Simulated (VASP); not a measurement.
# SrHfBr6 in VASP: settings compared

SrHfBr6 is run at these levels: PBEsol, r2SCAN+rVV10; tasks: single point.

Program: VASP 6.6.1. These are calculated values, not measurements. Logs are shortened: lines on timing, memory, paths and dates and some standing lists are left out, and cuts for length are marked.

## 1. The cell of the first run

Symmetry: R-3, No. 148, trigonal system. Conventional cell: a = 11.769 Å, b = 11.769 Å, c = 7.493 Å, α = 90.00°, β = 90.00°, γ = 120.00°. Within 4.0 Å of Sr (site symmetry -3) lie 6 Br at 3.05 Å and 2 Hf at 3.75 Å. Within 3.4 Å of Hf (site symmetry -3) lie 6 Br at 2.61 Å. Within 3.4 Å of Br (site symmetry 1) lie 1 Hf at 2.61 Å and 1 Sr at 3.05 Å.

## 2. Single point, PBEsol

The input, INCAR:

```
SYSTEM = SrHfBr6
PREC = Accurate
ENCUT = 520
EDIFF = 1E-6
ISMEAR = -1
SIGMA = 0.03
LREAL = .False.
LASPH = .True.
NELM = 80
ALGO = Normal
ISIF = 2
LWAVE = .False.
LCHARG = .True.
GGA = PS
LELF = .True.
LVHAR = .True.
NBANDS = 41
```

The input, KPOINTS:

```
Automatic mesh
0
Gamma
  4 4 4
  0 0 0
```

The input, POSCAR:

```
SrHfBr6
1.0
    5.8842639000      3.3972813454      2.4978106291
   -5.8842639000      3.3972813454      2.4978106291
    0.0000000000     -6.7945626946      2.4978106238
Sr Hf Br
1 1 6
Direct
    0.0000000000      0.0000000000      0.0000000000
    0.5000000000      0.5000000000      0.5000000000
    0.4813499473      0.2798367365      0.1243286021
    0.2798367365      0.1243286021      0.4813499473
    0.8756713979      0.5186500527      0.7201632635
    0.7201632635      0.8756713979      0.5186500527
    0.5186500527      0.7201632635      0.8756713979
    0.1243286021      0.4813499473      0.2798367365
```

Potentials or basis: VASP PAW PBE potentials, release 64 (Sr_sv, Hf_pv, Br).

Started as:

```console
> cat potpaw_PBE.64/Sr_sv/POTCAR potpaw_PBE.64/Hf_pv/POTCAR potpaw_PBE.64/Br/POTCAR > POTCAR
> mpirun -np 1 vasp_std > vasp.out
```

OUTCAR:

```text
SYSTEM = SrHfBr6
   PREC = Accurate
   ENCUT = 520
   EDIFF = 1E-6
   ISMEAR = -1
   LREAL = .False.
   LASPH = .True.
   NELM = 80
   ISIF = 2
   GGA = PS

 ion  position               nearest neighbor table
   1  0.000  0.000  0.000-   4 3.05   6 3.05   5 3.05   8 3.05   7 3.05   3 3.05   2 3.75   2 3.75

   2  0.500  0.500  0.500-   3 2.61   7 2.61   5 2.61   8 2.61   4 2.61   6 2.61   1 3.75   1 3.75

   3  0.481  0.280  0.124-   2 2.61   1 3.05
   4  0.280  0.124  0.481-   2 2.61   1 3.05
   5  0.876  0.519  0.720-   2 2.61   1 3.05
   6  0.720  0.876  0.519-   2 2.61   1 3.05
   7  0.519  0.720  0.876-   2 2.61   1 3.05
   8  0.124  0.481  0.280-   2 2.61   1 3.05

  LATTYP: Found a trigonal (rhomboedric) cell.
 ALAT       =     7.2391394601
 COS(alpha) =    -0.3214185312

  Lattice vectors:

 A1 = (   5.8842639000,   3.3972813454,   2.4978106291)
 A2 = (  -5.8842639000,   3.3972813454,   2.4978106291)
 A3 = (   0.0000000000,  -6.7945626946,   2.4978106238)

Analysis of symmetry for initial positions (statically):
=====================================================================
 Subroutine PRICEL returns:
 Original cell was already a primitive cell.

 Routine SETGRP: Setting up the symmetry group for a
 trigonal (rhombohedral) supercell.

 Subroutine GETGRP returns: Found  6 space group operations
 (whereof  6 operations were pure point group operations)
 out of a pool of 12 trial point group operations.

The static configuration has the point symmetry S_6 .

Analysis of symmetry for dynamics (positions and initial velocities):
=====================================================================
 Subroutine PRICEL returns:
 Original cell was already a primitive cell.

 Routine SETGRP: Setting up the symmetry group for a
 trigonal (rhombohedral) supercell.

 Subroutine GETGRP returns: Found  6 space group operations
 (whereof  6 operations were pure point group operations)
 out of a pool of 12 trial point group operations.

The dynamic configuration has the point symmetry S_6 .

 Subroutine INISYM returns: Found  6 space group operations
 (whereof  6 operations are pure point group operations),
 and found     1 'primitive' translations

----------------------------------------------------------------------------------------

                                     Primitive cell

  volume of cell :     299.5949

  direct lattice vectors                    reciprocal lattice vectors
     5.884263900  3.397281345  2.497810629     0.084972396  0.049058835  0.133450202
    -5.884263900  3.397281345  2.497810629    -0.084972396  0.049058835  0.133450202
     0.000000000 -6.794562695  2.497810624     0.000000000 -0.098117671  0.133450202

  length of vectors
     7.239139460  7.239139460  7.239139460     0.165638262  0.165638262  0.165638262

  position of ions in fractional coordinates (direct lattice)
     0.000000000  0.000000000  0.000000000
     0.500000000  0.500000000  0.500000000
     0.481349947  0.279836737  0.124328602
     0.279836737  0.124328602  0.481349947
     0.875671398  0.518650053  0.720163263
     0.720163263  0.875671398  0.518650053
     0.518650053  0.720163263  0.875671398
     0.124328602  0.481349947  0.279836737

  ion indices of the primitive-cell ions
   primitive index   ion index
                 1           1
                 2           2
                 3           3
                 4           4
                 5           5
                 6           6
                 7           7
                 8           8

----------------------------------------------------------------------------------------

 KPOINTS: Automatic mesh

Automatic generation of k-mesh.
 Grid dimensions read from file:
 generate k-points for:    4    4    4

 Generating k-lattice:

  Cartesian coordinates                     Fractional coordinates (reciprocal lattice)
     0.021243099  0.012264709  0.033362551     0.250000000 -0.000000000  0.000000000
    -0.021243099  0.012264709  0.033362551    -0.000000000  0.250000000  0.000000000
     0.000000000 -0.024529418  0.033362551     0.000000000  0.000000000  0.250000000

  Length of vectors
     0.041409565  0.041409565  0.041409565

  Shift w.r.t. Gamma in fractional coordinates (k-lattice)
     0.000000000  0.000000000  0.000000000

 Subroutine IBZKPT returns following result:
 ===========================================

 Found     14 irreducible k-points:

 Following reciprocal coordinates:
            Coordinates               Weight
  0.000000  0.000000  0.000000      1.000000
  0.250000  0.000000  0.000000      6.000000
  0.500000  0.000000  0.000000      3.000000
  0.250000  0.250000  0.000000      6.000000
  0.500000  0.250000 -0.000000      6.000000
  0.500000 -0.000000 -0.250000      6.000000
 -0.250000  0.250000  0.000000      6.000000
  0.500000  0.500000  0.000000      3.000000
  0.250000  0.250000  0.250000      2.000000
  0.500000  0.250000  0.250000      6.000000
 -0.250000  0.250000  0.250000      6.000000
  0.500000  0.500000  0.250000      6.000000
 -0.250000  0.500000  0.250000      6.000000
  0.500000  0.500000  0.500000      1.000000
   k-points           NKPTS =     14   k-points in BZ     NKDIM =     14   number of bands    NBANDS=     41
   number of dos      NEDOS =    301   number of ions     NIONS =      8
   total plane-waves  NPLWV = 157464
   dimension x,y,z NGX =    54 NGY =   54 NGZ =   54
   dimension x,y,z NGXF=   108 NGYF=  108 NGZF=  108
   ions per type =               1   1   6
   NGX,Y,Z   is equivalent  to a cutoff of  12.40, 12.40, 12.40 a.u.
   NGXF,Y,Z  is equivalent  to a cutoff of  24.80, 24.80, 24.80 a.u.
 SYSTEM =  SrHfBr6
   PREC   = accura    normal or accurate (medium, high low for compatibility)
   ISTART =      0    job   : 0-new  1-cont  2-samecut
   ICHARG =      2    charge: 1-file 2-atom 10-const
   ISPIN  =      1    spin polarized calculation?
   LNONCOLLINEAR =      F non collinear calculations
   LSORBIT =      F    spin-orbit coupling
   LASPH  =      T    aspherical Exc in radial PAW
   ENCUT  =  520.0 eV  38.22 Ry    6.18 a.u.  13.46 13.46 13.46*2*pi/ulx,y,z
   NELM   =     80;   NELMIN=  2; NELMDL= -5     # of ELM steps
   EDIFF  = 0.1E-05   stopping-criterion for ELM
   LREAL  =      F    real-space projection
[... 7 lines left out ...]
   TEBEG  =    0.0;   TEEND  =   0.0 temperature during run
   PSTRESS=    0.0 pullay stress
   NELECT =      62.0000    total number of electrons
   NUPDOWN=      -1.0000    fix difference up-down
   EMIN   =  10.00;   EMAX   =-10.00  energy-range for DOS
   EFERMI =   0.00;   METHOD = LEGACY
   ISMEAR =    -1;   SIGMA  =   0.03  broadening in eV -4-tet -1-fermi 0-gaus
   EFERMI_NEDOS =   21; number of points for ismear=-14 and -15
   IALGO  =     38    algorithm
   IMIX   =      4    mixing-type and parameters
     AMIX     =   0.40;   BMIX     =  1.00
     AMIX_MAG =   1.60;   BMIX_MAG =  1.00
  volume/ion in A,a.u.               =      37.45       252.72
  Fermi-wavevector in a.u.,A,eV,Ry     =   0.968339  1.829895 12.757907  0.937680
  Thomas-Fermi vector in A             =   2.098300
   LORBIT       =      0    0 simple, 1 ext, 2 COOP (PROOUT), +10 PAW based schemes
   GGA     = PS    functional components
   LHFCALC =     F    Hartree Fock is set to
   AEXX    =    0.0000 exact exchange contribution
   IVDW    =     0    specifies the selected vdW correction
   LEPSILON=     F    determine dielectric tensor
   LRPA    =     F    only Hartree local field effects (RPA)
 non-spin polarized calculation
  energy-cutoff  :      520.00
  volume of cell :      299.59
 maximum number of plane-waves:      8099
 NGX is ok and might be reduce to    54
   NGX = 27   NGY = 27   NGZ = 27

 number of electron      61.9999997 magnetization

 Free energy of the ion-electron system (eV)
  ---------------------------------------------------
  ext. energy  EPLUGINS =         0.00000000
  ---------------------------------------------------
  free energy    TOTEN  =       -36.50517169 eV

  energy without entropy =      -36.50517169  energy(sigma->0) =      -36.50517169

 E-fermi :  -0.4385     XC(G=0):  -7.5733

 val. band max:       -1.0825229195   @ k =   0.2500   0.2500   0.2500
 cond. band min:       1.6874797656   @ k =   0.5000   0.5000   0.0000
 fundamental gap:      2.7700026851
 Fermi energy:        -0.4384997358

 k-point     1 :       0.0000    0.0000    0.0000
  band No.  band energies     occupation
      1     -34.7334      2.00000
      2     -31.4937      2.00000
      3     -31.4674      2.00000
      4     -31.4674      2.00000
      5     -16.9045      2.00000
      6     -16.8385      2.00000
[... 33 lines left out ...]
     40       5.8906      0.00000
     41       6.2183      0.00000

 k-point     2 :       0.2500    0.0000    0.0000
  band No.  band energies     occupation
      1     -34.7334      2.00000
      2     -31.4935      2.00000
      3     -31.4674      2.00000
      4     -31.4674      2.00000
      5     -16.9184      2.00000
      6     -16.8403      2.00000
[... 33 lines left out ...]
     40       5.3248      0.00000
     41       5.8573      0.00000

 k-point     3 :       0.5000    0.0000    0.0000
  band No.  band energies     occupation
      1     -34.7335      2.00000
      2     -31.4933      2.00000
      3     -31.4674      2.00000
      4     -31.4674      2.00000
      5     -16.9319      2.00000
      6     -16.8421      2.00000
[... 435 lines left out ...]
      2     -31.4933      2.00000
      3     -31.4674      2.00000
      4     -31.4674      2.00000
      5     -16.9312      2.00000
      6     -16.8424      2.00000
[... 33 lines left out ...]
     40       5.8327      0.00000
     41       5.9073      0.00000

 k-point    14 :       0.5000    0.5000    0.5000
  band No.  band energies     occupation
      1     -34.7335      2.00000
      2     -31.4933      2.00000
      3     -31.4674      2.00000
      4     -31.4674      2.00000
      5     -16.9305      2.00000
      6     -16.8427      2.00000
[... 33 lines left out ...]
     40       5.9948      0.00000
     41       5.9951      0.00000

------------------------ aborting loop because EDIFF is reached ----------------------------------------

  FORCE on cell =-STRESS in cart. coord.  units (eV):
  Direction    XX          YY          ZZ          XY          YZ          ZX
  --------------------------------------------------------------------------------------
  -------------------------------------------------------------------------------------
  Total       -0.1771124     -0.1771124     -0.1309557      0.0000001     -0.0000000     -0.0000000
  in kB       -0.9471640     -0.9471640     -0.7003267      0.0000005     -0.0000000     -0.0000000
  external PRESSURE =      -0.8648849 kB  Pullay stress =       0.0000000 kB

 VOLUME and BASIS-vectors are now :
 -----------------------------------------------------------------------------
  energy-cutoff  :      520.00
  volume of cell :      299.59
      direct lattice vectors                 reciprocal lattice vectors
     5.884263900  3.397281345  2.497810629     0.084972396  0.049058835  0.133450202
    -5.884263900  3.397281345  2.497810629    -0.084972396  0.049058835  0.133450202
     0.000000000 -6.794562695  2.497810624     0.000000000 -0.098117671  0.133450202

 POSITION                                       TOTAL-FORCE (eV/Angst)
 -----------------------------------------------------------------------------------
      0.00000      0.00000      0.00000        -0.000000      0.000000      0.000000
      0.00000     -0.00000      3.74672        -0.000000      0.000000     -0.000000
      1.18576      1.74121      2.21185        -0.014007     -0.020773      0.037142
      0.91505     -1.89750      2.21185        -0.010986      0.022517      0.037142
      2.10081     -0.15629      5.28158        -0.024993      0.001744     -0.037142
     -0.91505      1.89750      5.28158         0.010986     -0.022517     -0.037142
     -1.18576     -1.74121      5.28158         0.014007      0.020773     -0.037142
     -2.10081      0.15629      2.21185         0.024993     -0.001744      0.037142
 -----------------------------------------------------------------------------------
    total drift:                               -0.000000      0.000000     -0.000000

  FREE ENERGIE OF THE ION-ELECTRON SYSTEM (eV)
  ---------------------------------------------------
  free  energy   TOTEN  =       -36.5051716870 eV

  energy  without entropy=      -36.5051716869  energy(sigma->0) =      -36.50517169
```

It took 6.7 min on 1 thread of Intel Xeon 8259CL, shared host; peak memory 0.49 GiB.

What came out:

```yaml
Free_energy: -36.5052 eV
Pressure: -0.1 GPa
Largest_force: 0.045 eV/Å
Band_gap_on_the_k_mesh: 2.77 eV (least direct gap 2.86 eV)
```

Forces in eV/Å, atoms in the order of the input:
```
Sr   0.000  0.000  0.000
Hf   0.000  0.000  0.000
Br  -0.014 -0.021  0.037
Br  -0.011  0.023  0.037
Br  -0.025  0.002 -0.037
Br   0.011 -0.023 -0.037
Br   0.014  0.021 -0.037
Br   0.025 -0.002  0.037
```

Levels at points of the mesh, in eV from the valence-band top:
| k point | band 29 | band 30 | band 31 | band 32 | band 33 | band 34 |
| --- | --- | --- | --- | --- | --- | --- |
| (0.00, 0.00, 0.00) | -0.23 | -0.21 | -0.21 | 3.04 | 3.33 | 3.33 |
| (0.50, 0.00, 0.00) | -0.39 | -0.31 | -0.14 | 3.25 | 3.34 | 3.56 |
| (0.50, 0.50, 0.00) | -0.62 | -0.26 | -0.10 | 2.77 | 3.37 | 3.57 |
| (0.50, 0.50, 0.50) | -0.42 | -0.42 | -0.33 | 3.28 | 3.40 | 3.40 |

Caveat: the PAW data sets were made with another functional, which shifts forces and pressure a little; spin-orbit coupling is left out, which moves the levels of the heavy elements. A k mesh can miss the band edges.

## 3. Single point, r2SCAN+rVV10

This run uses another cell than the first one, of 34.43 Å³/atom.

The input, POSCAR:

```
SrHfBr6
1.0
    5.5922134339      3.2286659301      2.5427130567
   -5.5922134339      3.2286659301      2.5427130567
    0.0000000000     -6.4573318641      2.5427130517
Sr Hf Br
1 1 6
Direct
    0.0000000000      0.0000000000      0.0000000000
    0.5000000000      0.5000000000      0.5000000000
    0.4945019537      0.2775396170      0.1192955536
    0.2775396170      0.1192955536      0.4945019537
    0.8807044464      0.5054980463      0.7224603830
    0.7224603830      0.8807044464      0.5054980463
    0.5054980463      0.7224603830      0.8807044464
    0.1192955536      0.4945019537      0.2775396170
```

The input, INCAR.step1:

```
SYSTEM = SrHfBr6
ALGO = Normal
EDIFF = 1E-4
ENCUT = 520
GGA = PE
ISMEAR = -1
LASPH = .TRUE.
LCHARG = .FALSE.
LREAL = .FALSE.
LWAVE = .TRUE.
NBANDS = 41
NELM = 80
PREC = Accurate
SIGMA = 0.03
```

The input, INCAR.step2:

```
SYSTEM = SrHfBr6
ALGO = Normal
BPARAM = 11.95
CPARAM = 0.0093
EDIFF = 1E-6
ENCUT = 520
ISIF = 2
ISMEAR = -1
ISTART = 1
IVDW_NL = 2
LASPH = .TRUE.
LCHARG = .FALSE.
LMIXTAU = .TRUE.
LREAL = .FALSE.
LUSE_VDW = .TRUE.
LWAVE = .FALSE.
METAGGA = R2SCAN
NBANDS = 41
NELM = 80
PREC = Accurate
SIGMA = 0.03
```

The input, KPOINTS:

```
k-points
0
G
  4 4 4
  0 0 0
```

Potentials or basis: VASP PAW PBE potentials, release 64 (Sr_sv, Hf_pv, Br).

Started as:

```console
> cat potpaw_PBE.64/Sr_sv/POTCAR potpaw_PBE.64/Hf_pv/POTCAR potpaw_PBE.64/Br/POTCAR > POTCAR
> cp INCAR.step1 INCAR
> mpirun -np 1 vasp_std > vasp.out
> cp INCAR.step2 INCAR
> mpirun -np 1 vasp_std > vasp.out
```

OUTCAR:

```text
SYSTEM = SrHfBr6
   BPARAM = 11.95
   EDIFF = 1E-6
   ENCUT = 520
   ISIF = 2
   ISMEAR = -1
   ISTART = 1
   IVDW_NL = 2
   LASPH = .TRUE.
   LREAL = .FALSE.
   METAGGA = R2SCAN
   NELM = 80
   PREC = Accurate

 ion  position               nearest neighbor table
   1  0.000  0.000  0.000-   4 3.09   6 3.09   3 3.09   7 3.09   5 3.09   8 3.09   2 3.81   2 3.81

   2  0.500  0.500  0.500-   3 2.61   7 2.61   6 2.61   4 2.61   5 2.61   8 2.61   1 3.81   1 3.81

[... 823 lines left out ...]
  Total       -0.1916271     -0.1916271     -0.0704828      0.0000008     -0.0000000     -0.0000000
  in kB       -1.1145822     -1.1145822     -0.4099571      0.0000049     -0.0000000     -0.0000000
  external PRESSURE =      -0.8797072 kB  Pullay stress =       0.0000000 kB

 VOLUME and BASIS-vectors are now :
 -----------------------------------------------------------------------------
  energy-cutoff  :      520.00
  volume of cell :      275.46
      direct lattice vectors                 reciprocal lattice vectors
     5.592213434  3.228665930  2.542713057     0.089410035  0.051620908  0.131093571
    -5.592213434  3.228665930  2.542713057    -0.089410035  0.051620908  0.131093571
     0.000000000 -6.457331864  2.542713052     0.000000000 -0.103241816  0.131093571

 POSITION                                       TOTAL-FORCE (eV/Angst)
 -----------------------------------------------------------------------------------
      0.00000      0.00000      0.00000         0.000000      0.000000     -0.000000
      0.00000     -0.00000      3.81407         0.000000     -0.000000     -0.000000
      1.21330      1.72233      2.26641        -0.019789     -0.029493      0.045893
      0.88493     -1.91192      2.26641        -0.015647      0.031884      0.045893
      2.09823     -0.18958      5.36172        -0.035436      0.002391     -0.045893
     -0.88493      1.91192      5.36172         0.015647     -0.031884     -0.045893
     -1.21330     -1.72233      5.36172         0.019789      0.029493     -0.045893
     -2.09823      0.18958      2.26641         0.035436     -0.002391      0.045893
 -----------------------------------------------------------------------------------
    total drift:                               -0.000000     -0.000000      0.000000

  FREE ENERGIE OF THE ION-ELECTRON SYSTEM (eV)
  ---------------------------------------------------
  free  energy   TOTEN  =      -152.9469570377 eV

  energy  without entropy=     -152.9469570377  energy(sigma->0) =     -152.94695704
```

It took 32 min on 1 thread of Intel Xeon 8259CL, shared host; peak memory 1.1 GiB.

Results:

```
Free energy            : -152.9470 eV
Pressure               : -0.1 GPa
Largest force          : 0.058 eV/Å
Band gap on the k mesh : 3.12 eV (least direct gap 3.25 eV)
```

Forces in eV/Å, atoms in the order of the input:
```
Sr   0.000  0.000  0.000
Hf   0.000  0.000  0.000
Br  -0.020 -0.029  0.046
Br  -0.016  0.032  0.046
Br  -0.035  0.002 -0.046
Br   0.016 -0.032 -0.046
Br   0.020  0.029 -0.046
Br   0.035 -0.002  0.046
```

Levels at points of the mesh, in eV from the valence-band top:
| k point | band 29 | band 30 | band 31 | band 32 | band 33 | band 34 |
| --- | --- | --- | --- | --- | --- | --- |
| (0.00, 0.00, 0.00) | -0.15 | -0.15 | -0.14 | 3.55 | 3.68 | 3.68 |
| (0.50, 0.00, 0.00) | -0.43 | -0.21 | -0.16 | 3.61 | 3.71 | 3.95 |
| (0.50, 0.50, 0.00) | -0.62 | -0.24 | -0.13 | 3.12 | 3.74 | 3.93 |
| (0.50, 0.50, 0.50) | -0.49 | -0.49 | -0.44 | 3.58 | 3.73 | 3.73 |

Caveat: the PAW data sets were made with another functional, which shifts forces and pressure a little; spin-orbit coupling is left out, which moves the levels of the heavy elements. A k mesh can miss the band edges.

(Part 1 of 2 ends here.)
